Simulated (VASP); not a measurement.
# CdSe (I-4m2) in VASP: further runs

The runs below take CdSe through relaxation of the atoms, with PBEsol.

Program: VASP 6.6.1. These are calculated values, not measurements. Logs are shortened: lines on timing, memory, paths and dates and some standing lists are left out, and cuts for length are marked.

## (1) The cell of the first run

Symmetry: I-4m2, No. 119, tetragonal system. The conventional cell has a = 4.172 Å, b = 4.172 Å, c = 6.336 Å, α = 90.00°, β = 90.00°, γ = 90.00°. Cd (site symmetry -4m2) has 4 Se at 2.62 Å within 3.5 Å. Se (site symmetry -4m2) has 4 Cd at 2.62 Å within 3.5 Å.

## (2) Relaxation of the atoms, PBEsol (strained cell)

The input, INCAR:

```
SYSTEM = CdSe
PREC = Accurate ; ENCUT = 450
EDIFF = 1E-7 ; ISMEAR = 0
SIGMA = 0.02 ; LREAL = .False.
LASPH = .True. ; NELM = 120
ALGO = Normal ; ISIF = 2
LWAVE = .False. ; LCHARG = .False.
GGA = PS ; IBRION = 2
NSW = 60 ; EDIFFG = -0.002
GGA_COMPAT = .False. ; NELMIN = 4
```

The input, KPOINTS:

```
regular mesh
0
Gamma
  8 8 8
  0 0 0
```

The input, POSCAR:

```
CdSe
1.0
    0.0000000000      2.9498409619      3.1680123664
    2.9498409619      0.0000000000      3.1680123664
    2.9498409619      2.9498409619      0.0000000000
Cd Se
1 1
Direct
    0.0000000000      0.0000000000      0.0000000000
    0.2500000000      0.2500000000      0.2500000000
```

Potentials or basis: VASP PAW PBE potentials, release 64 (Cd, Se).

Started as:

```bash
cat potpaw_PBE.64/Cd/POTCAR potpaw_PBE.64/Se/POTCAR > POTCAR
mpirun -np 1 vasp_std > vasp.out
```

OUTCAR:

```text
SYSTEM = CdSe
   PREC = Accurate
   ENCUT = 450
   EDIFF = 1E-7
   ISMEAR = 0
   LREAL = .False.
   LASPH = .True.
   NELM = 120
   ISIF = 2
   GGA = PS
   IBRION = 2
   NSW = 60
   EDIFFG = -0.002
   NELMIN = 4

 ion  position               nearest neighbor table
   1  0.000  0.000  0.000-   2 2.62   2 2.62   2 2.62   2 2.62
   2  0.250  0.250  0.250-   1 2.62   1 2.62   1 2.62   1 2.62

  LATTYP: Found a body centered tetragonal cell.
 ALAT       =     4.1717050952
 C/A-ratio  =     1.5188093569

  Lattice vectors:

 A1 = (  -2.9498409619,   0.0000000000,   3.1680123664)
 A2 = (   2.9498409619,   0.0000000000,   3.1680123664)
 A3 = (   0.0000000000,   2.9498409619,  -3.1680123664)

Analysis of symmetry for initial positions (statically):
=====================================================================
 Subroutine PRICEL returns:
 Original cell was already a primitive cell.

 Routine SETGRP: Setting up the symmetry group for a
 body centered tetragonal supercell.

 Subroutine GETGRP returns: Found  8 space group operations
 (whereof  8 operations were pure point group operations)
 out of a pool of 16 trial point group operations.

The static configuration has the point symmetry D_2d.

Analysis of symmetry for dynamics (positions and initial velocities):
=====================================================================
 Subroutine PRICEL returns:
 Original cell was already a primitive cell.

 Routine SETGRP: Setting up the symmetry group for a
 body centered tetragonal supercell.

 Subroutine GETGRP returns: Found  8 space group operations
 (whereof  8 operations were pure point group operations)
 out of a pool of 16 trial point group operations.

The dynamic configuration has the point symmetry D_2d.

 Subroutine INISYM returns: Found  8 space group operations
 (whereof  8 operations are pure point group operations),
 and found     1 'primitive' translations

----------------------------------------------------------------------------------------

                                     Primitive cell

  volume of cell :      55.1333

  direct lattice vectors                    reciprocal lattice vectors
     0.000000000  2.949840962  3.168012366    -0.169500663  0.169500663  0.157827667
     2.949840962  0.000000000  3.168012366     0.169500663 -0.169500663  0.157827667
     2.949840962  2.949840962  0.000000000     0.169500663  0.169500663 -0.157827667

  length of vectors
     4.328725454  4.328725454  4.171705095     0.287002652  0.287002652  0.287002652

  position of ions in fractional coordinates (direct lattice)
     0.000000000  0.000000000  0.000000000
     0.250000000  0.250000000  0.250000000

  ion indices of the primitive-cell ions
   primitive index   ion index
                 1           1
                 2           2

----------------------------------------------------------------------------------------

 KPOINTS: regular mesh

Automatic generation of k-mesh.
 Grid dimensions read from file:
 generate k-points for:    8    8    8

 Generating k-lattice:

  Cartesian coordinates                     Fractional coordinates (reciprocal lattice)
    -0.021187583  0.021187583  0.019728458     0.125000000  0.000000000  0.000000000
     0.021187583 -0.021187583  0.019728458     0.000000000  0.125000000  0.000000000
     0.021187583  0.021187583 -0.019728458    -0.000000000 -0.000000000  0.125000000

  Length of vectors
     0.035875331  0.035875331  0.035875331

  Shift w.r.t. Gamma in fractional coordinates (k-lattice)
     0.000000000  0.000000000  0.000000000

 Subroutine IBZKPT returns following result:
 ===========================================

 Found     59 irreducible k-points:

 Following reciprocal coordinates:
            Coordinates               Weight
  0.000000  0.000000  0.000000      1.000000
  0.125000 -0.000000  0.000000      8.000000
  0.250000 -0.000000  0.000000      8.000000
  0.375000 -0.000000  0.000000      8.000000
  0.500000 -0.000000  0.000000      4.000000
  0.125000  0.125000  0.000000      2.000000
[... 16 lines left out ...]
  0.250000 -0.000000  0.125000     16.000000
  0.375000  0.000000  0.125000     16.000000
 [... further k-points ...]
   k-points           NKPTS =     59   k-points in BZ     NKDIM =     59   number of bands    NBANDS=     13
   number of dos      NEDOS =    301   number of ions     NIONS =      2
   total plane-waves  NPLWV =  27000
   dimension x,y,z NGX =    30 NGY =   30 NGZ =   30
   dimension x,y,z NGXF=    60 NGYF=   60 NGZF=   60
   ions per type =               1   1
   NGX,Y,Z   is equivalent  to a cutoff of  11.52, 11.52, 11.96 a.u.
   NGXF,Y,Z  is equivalent  to a cutoff of  23.04, 23.04, 23.91 a.u.
 SYSTEM =  CdSe
   PREC   = accura    normal or accurate (medium, high low for compatibility)
   ISTART =      0    job   : 0-new  1-cont  2-samecut
   ICHARG =      2    charge: 1-file 2-atom 10-const
   ISPIN  =      1    spin polarized calculation?
   LNONCOLLINEAR =      F non collinear calculations
   LSORBIT =      F    spin-orbit coupling
   LASPH  =      T    aspherical Exc in radial PAW
   ENCUT  =  450.0 eV  33.07 Ry    5.75 a.u.   7.49  7.49  7.22*2*pi/ulx,y,z
   NELM   =    120;   NELMIN=  4; NELMDL= -5     # of ELM steps
   EDIFF  = 0.1E-06   stopping-criterion for ELM
   LREAL  =      F    real-space projection
   EDIFFG = -.2E-02   stopping-criterion for IOM
   NSW    =     60    number of steps for IOM
   IBRION =      2    ionic relax: 0-MD 1-quasi-New 2-CG
   NFREE  =      1    steps in history (QN), initial steepest desc. (CG)
   ISIF   =      2    stress and relaxation
   ISYM   =      2    0-nonsym 1-usesym 2-fastsym
   POTIM  = 0.5000    time-step for ionic-motion
   TEBEG  =    0.0;   TEEND  =   0.0 temperature during run
   PSTRESS=    0.0 pullay stress
   NELECT =      18.0000    total number of electrons
   NUPDOWN=      -1.0000    fix difference up-down
   EMIN   =  10.00;   EMAX   =-10.00  energy-range for DOS
   EFERMI =   0.00;   METHOD = LEGACY
   ISMEAR =     0;   SIGMA  =   0.02  broadening in eV -4-tet -1-fermi 0-gaus
   EFERMI_NEDOS =   21; number of points for ismear=-14 and -15
   IALGO  =     38    algorithm
   IMIX   =      4    mixing-type and parameters
     AMIX     =   0.40;   BMIX     =  1.00
     AMIX_MAG =   1.60;   BMIX_MAG =  1.00
  volume/ion in A,a.u.               =      27.57       186.03
  Fermi-wavevector in a.u.,A,eV,Ry     =   1.127269  2.130230 17.289411  1.270736
  Thomas-Fermi vector in A             =   2.263955
   LORBIT       =      0    0 simple, 1 ext, 2 COOP (PROOUT), +10 PAW based schemes
   GGA     = PS    functional components
   LHFCALC =     F    Hartree Fock is set to
   AEXX    =    0.0000 exact exchange contribution
   IVDW    =     0    specifies the selected vdW correction
   LEPSILON=     F    determine dielectric tensor
   LRPA    =     F    only Hartree local field effects (RPA)
 conjugate gradient relaxation of ions
 non-spin polarized calculation
 Gauss-broadening in eV      SIGMA  =   0.02
  energy-cutoff  :      450.00
  volume of cell :       55.13
 maximum number of plane-waves:      1216
 NGX is ok and might be reduce to    30
   NGX = 15   NGY = 15   NGZ = 15

 number of electron      18.0000003 magnetization

 Free energy of the ion-electron system (eV)
  ---------------------------------------------------
  ext. energy  EPLUGINS =         0.00000000
  ---------------------------------------------------
  free energy    TOTEN  =        -6.15979961 eV

  energy without entropy =       -6.15979961  energy(sigma->0) =       -6.15979961

 E-fermi :   1.2000     XC(G=0):  -9.1961

 val. band max:        1.0537892960   @ k =   0.0000   0.0000   0.0000
 cond. band min:       1.4771687851   @ k =   0.0000   0.0000   0.0000
 fundamental gap:      0.4233794891
 Fermi energy:         1.2000393761

 k-point     1 :       0.0000    0.0000    0.0000
  band No.  band energies     occupation
      1     -11.7574      2.00000
      2      -7.0314      2.00000
      3      -6.9951      2.00000
      4      -6.9951      2.00000
      5      -6.6210      2.00000
      6      -6.5981      2.00000
      7       0.7903      2.00000
      8       1.0538      2.00000
      9       1.0538      2.00000
     10       1.4772      0.00000
     11       6.8527      0.00000
     12       6.8527      0.00000
     13       6.8602      0.00000

 k-point     2 :       0.1250   -0.0000    0.0000
  band No.  band energies     occupation
      1     -11.6996      2.00000
      2      -7.0071      2.00000
      3      -6.9767      2.00000
      4      -6.9552      2.00000
      5      -6.6191      2.00000
      6      -6.6014      2.00000
      7      -0.3083      2.00000
      8       0.7391      2.00000
      9       0.9365      2.00000
     10       2.5223      0.00000
     11       6.5725      0.00000
     12       7.0841      0.00000
     13       7.0870      0.00000

 k-point     3 :       0.2500   -0.0000    0.0000
  band No.  band energies     occupation
      1     -11.5581      2.00000
      2      -6.9652      2.00000
      3      -6.9353      2.00000
      4      -6.7983      2.00000
      5      -6.6058      2.00000
      6      -6.6052      2.00000
      7      -1.7948      2.00000
      8       0.4171      2.00000
      9       0.6789      2.00000
     10       3.1969      0.00000
     11       6.7071      0.00000
     12       7.4126      0.00000
     13       7.5031      0.00000

 k-point     4 :       0.3750   -0.0000    0.0000
  band No.  band energies     occupation
      1     -11.4145      2.00000
      2      -6.9364      2.00000
      3      -6.9009      2.00000
      4      -6.6002      2.00000
      5      -6.5988      2.00000
      6      -6.4936      2.00000
      7      -3.0380      2.00000
      8       0.1290      2.00000
      9       0.4482      2.00000
     10       3.2719      0.00000
     11       7.1297      0.00000
     12       7.6388      0.00000
     13       7.8990      0.00000

 k-point     5 :       0.5000   -0.0000    0.0000
  band No.  band energies     occupation
      1     -11.3546      2.00000
      2      -6.9279      2.00000
      3      -6.8893      2.00000
      4      -6.5949      2.00000
      5      -6.5777      2.00000
      6      -6.3043      2.00000
      7      -3.5825      2.00000
      8       0.0164      2.00000
      9       0.3586      2.00000
     10       3.2366      0.00000
     11       7.1422      0.00000
     12       7.6156      0.00000
     13       8.3270      0.00000
[... 257 lines left out ...]
 k-point    22 :       0.1250    0.0000    0.1250
  band No.  band energies     occupation
      1     -11.6775      2.00000
      2      -6.9960      2.00000
      3      -6.9593      2.00000
      4      -6.9576      2.00000
      5      -6.6164      2.00000
      6      -6.6027      2.00000
      7      -0.2712      2.00000
      8       0.4507      2.00000
      9       0.6711      2.00000
     10       2.9378      0.00000
     11       6.0724      0.00000
     12       7.1496      0.00000
     13       7.5344      0.00000

 k-point    23 :       0.2500   -0.0000    0.1250
  band No.  band energies     occupation
      1     -11.5623      2.00000
      2      -6.9580      2.00000
      3      -6.9237      2.00000
      4      -6.8494      2.00000
      5      -6.6153      2.00000
      6      -6.5910      2.00000
      7      -1.3992      2.00000
      8       0.1603      2.00000
      9       0.3811      2.00000
     10       3.6834      0.00000
     11       5.8210      0.00000
     12       7.4628      0.00000
     13       7.9834      0.00000

 k-point    24 :       0.3750    0.0000    0.1250
  band No.  band energies     occupation
      1     -11.4198      2.00000
      2      -6.9247      2.00000
      3      -6.8867      2.00000
      4      -6.6832      2.00000
      5      -6.5888      2.00000
      6      -6.5080      2.00000
      7      -2.6394      2.00000
      8      -0.1344      2.00000
      9       0.0862      2.00000
     10       3.9099      0.00000
     11       6.4674      0.00000
     12       7.4689      0.00000
     13       7.9932      0.00000

 [... further k-points ...]

------------------------ aborting loop because EDIFF is reached ----------------------------------------

  FORCE on cell =-STRESS in cart. coord.  units (eV):
  Direction    XX          YY          ZZ          XY          YZ          ZX
  --------------------------------------------------------------------------------------
  -------------------------------------------------------------------------------------
  Total        0.5680235      0.5680235      0.0964655      0.0000000     -0.0000000      0.0000000
  in kB       16.5067963     16.5067963      2.8032933      0.0000000     -0.0000000      0.0000000
  external PRESSURE =      11.9389619 kB  Pullay stress =       0.0000000 kB

 VOLUME and BASIS-vectors are now :
 -----------------------------------------------------------------------------
  energy-cutoff  :      450.00
  volume of cell :       55.13
      direct lattice vectors                 reciprocal lattice vectors
     0.000000000  2.949840962  3.168012366    -0.169500663  0.169500663  0.157827667
     2.949840962  0.000000000  3.168012366     0.169500663 -0.169500663  0.157827667
     2.949840962  2.949840962  0.000000000     0.169500663  0.169500663 -0.157827667

 POSITION                                       TOTAL-FORCE (eV/Angst)
 -----------------------------------------------------------------------------------
      0.00000      0.00000      0.00000         0.000000      0.000000      0.000000
      1.47492      1.47492      1.58401        -0.000000     -0.000000     -0.000000
 -----------------------------------------------------------------------------------
    total drift:                                0.000000      0.000000     -0.000001

  FREE ENERGIE OF THE ION-ELECTRON SYSTEM (eV)
  ---------------------------------------------------
  free  energy   TOTEN  =        -6.1597996059 eV

  energy  without entropy=       -6.1597996059  energy(sigma->0) =       -6.15979961

 reached required accuracy - stopping structural energy minimisation
```

Wall time 60 s (1 thread of Oxide Virtual Turin-like, shared host); peak memory 0.15 GiB.

Results:

```yaml
Free_energy: -6.1598 eV
Pressure_after_relaxing: 1.2 GPa
Band_gap_on_the_k_mesh: 0.42 eV
```

Final structure:
```
Cd Se
1.0
     0.00000    2.94984    3.16801
     2.94984    0.00000    3.16801
     2.94984    2.94984    0.00000
Cd Se
1 1
Direct
  0.00000 0.00000 0.00000
  0.25000 0.25000 0.25000
```

Levels at points of the mesh, in eV from the valence-band top:
| k point | band 6 | band 7 | band 8 | band 9 | band 10 | band 11 | band 12 | band 13 |
| --- | --- | --- | --- | --- | --- | --- | --- | --- |
| (0.00, 0.00, 0.00) | -7.65 | -0.26 | 0.00 | 0.00 | 0.42 | 5.80 | 5.80 | 5.81 |
| (0.50, 0.00, 0.00) | -7.36 | -4.64 | -1.04 | -0.70 | 2.18 | 6.09 | 6.56 | 7.27 |
| (0.50, 0.50, 0.00) | -7.37 | -4.57 | -1.81 | -1.81 | 3.06 | 4.01 | 8.54 | 10.22 |
| (0.50, 0.00, 0.50) | -7.25 | -4.15 | -2.17 | -2.06 | 2.81 | 3.41 | 9.18 | 9.64 |

Caveat: the cell differs from its parent crystal (strained cell); semilocal functionals underestimate gaps, and a narrow one can read as zero; the PAW data sets were made with another functional, which shifts forces and pressure a little.

## (3) Relaxation of the atoms, PBEsol (strained cell)

The input, INCAR:

```
PREC = Accurate
ENCUT = 450
EDIFF = 1E-7
ISMEAR = 0
SIGMA = 0.02
LREAL = F
LASPH = T
NELM = 120
ALGO = Normal
ISIF = 2
LWAVE = F
LCHARG = F
GGA = PS
IBRION = 2
NSW = 60
EDIFFG = -0.002
GGA_COMPAT = F
NELMIN = 4
```

The input, KPOINTS:

```
regular mesh
0
Gamma
  8 8 8
```

The input, POSCAR:

```
CdSe
1.0
    0.0000000000      2.9498409619      3.1690167747
    2.9498409619      0.0000000000      3.1690167747
    2.9498409619      2.9498409619      0.0000000000
Cd Se
1 1
Direct
    0.0000000000      0.0000000000      0.0000000000
    0.2500000000      0.2500000000      0.2500000000
```

Potentials or basis: VASP PAW PBE potentials, release 64 (Cd, Se).

Started as:

```bash
cat potpaw_PBE.64/Cd/POTCAR potpaw_PBE.64/Se/POTCAR > POTCAR
mpirun -np 1 vasp_std > vasp.out
```

It took 64 s on 1 thread of Oxide Virtual Turin-like, shared host; peak memory 0.15 GiB.

It converged, with:

```
Free energy             : -6.1598 eV
Pressure after relaxing : 1.2 GPa
Band gap on the k mesh  : 0.42 eV
```

Stress tensor (GPa, compression positive):
```
1.63 0.00 0.00
0.00 1.63 0.00
0.00 0.00 0.25
```

Final structure:
```
Cd Se
1.0
     0.00000    2.94984    3.16902
     2.94984    0.00000    3.16902
     2.94984    2.94984    0.00000
Cd Se
1 1
Direct
  0.00000 0.00000 0.00000
  0.25000 0.25000 0.25000
```

Levels at points of the mesh, in eV from the valence-band top:
```csv
k point,band 6,band 7,band 8,band 9,band 10,band 11,band 12,band 13
"(0.00, 0.00, 0.00)",-7.65,-0.26,0.00,0.00,0.42,5.80,5.80,5.81
"(0.50, 0.00, 0.00)",-7.36,-4.63,-1.04,-0.69,2.18,6.09,6.56,7.27
"(0.50, 0.50, 0.00)",-7.37,-4.57,-1.81,-1.81,3.06,4.01,8.54,10.22
"(0.50, 0.00, 0.50)",-7.25,-4.15,-2.17,-2.06,2.81,3.41,9.18,9.63
```

Caveat: the cell differs from its parent crystal (strained cell); semilocal functionals underestimate gaps, and a narrow one can read as zero; the PAW data sets were made with another functional, which shifts forces and pressure a little.
